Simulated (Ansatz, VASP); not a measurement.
# Mo in VASP and in Ansatz

INCAR

```
ALGO = Fast
EDIFF = 1E-6
ENCUT = 520
GGA = CA
ISIF = 2
ISMEAR = 0
LASPH = True
LCHARG = False
LREAL = False
LWAVE = False
NBANDS = 13
NELM = 60
PREC = Accurate
SIGMA = 0.15
```

File KPOINTS:

```
k-points
0
Gamma
  22 22 22
```

Contents of POSCAR:

```
Mo
1.0
   -2.0693963771      1.6620471278      1.6620471278
    1.6620471278     -2.0693963771      1.6620471278
    1.6620471278      1.6620471278     -2.0693963771
Mo
1
Direct
    0.0000000000      0.0000000000      0.0000000000
```

Input for Ansatz:

```yaml
crystal:
  lattice:
    - [-2.0693963771, 1.6620471278, 1.6620471278]
    - [1.6620471278, -2.0693963771, 1.6620471278]
    - [1.6620471278, 1.6620471278, -2.0693963771]
  atoms:
    - { symbol: Mo, position: [0.0, 0.0, 0.0] }
basis:
  ecutwfc: 420
kpoints:
  mp_grid: { grid: [22, 22, 22] }
hamiltonian:
  xc: lda
  pseudopotentials: { kind: paw, azcp: { folder: soft_1 } }
scf:
  occupations: { method: gaussian, width: 0.15 }
output:
  forces: true
  stress: true
  eigenvalues: true
```

Alike in both runs: task single point; functional LDA; k mesh 22 × 22 × 22; occupations gaussian, width 0.15 eV; no spin polarisation.

```csv
,VASP,Ansatz
version,VASP 6.6.1,Ansatz 0.2.0
potentials or method,"VASP PAW LDA potentials, release 64 (Mo_sv), cutoff 520 eV","scalar-relativistic, plane waves, PAW"
valence electrons in the cell,14,14
```

Ansatz gave:

| Property | Result |
| --- | --- |
| gap on the k mesh at the Fermi level (eV) | none |
| pressure (GPa) | 2.8 |
| traceless stress, the component that is largest in VASP (GPa) | 35.62 |

Problem. Estimate VASP's values.

Solution. gap on the k mesh at the Fermi level (eV): none; pressure (GPa): 4.5; traceless stress, the component that is largest in VASP (GPa): 36.91.

Ansatz warns that its potentials were made for another functional, while VASP's fit it. LDA's correlation is that of Perdew and Zunger in VASP and of Perdew and Wang (1992) in Ansatz. A gap of «none» marks a metal or a gap that the smearing closes.
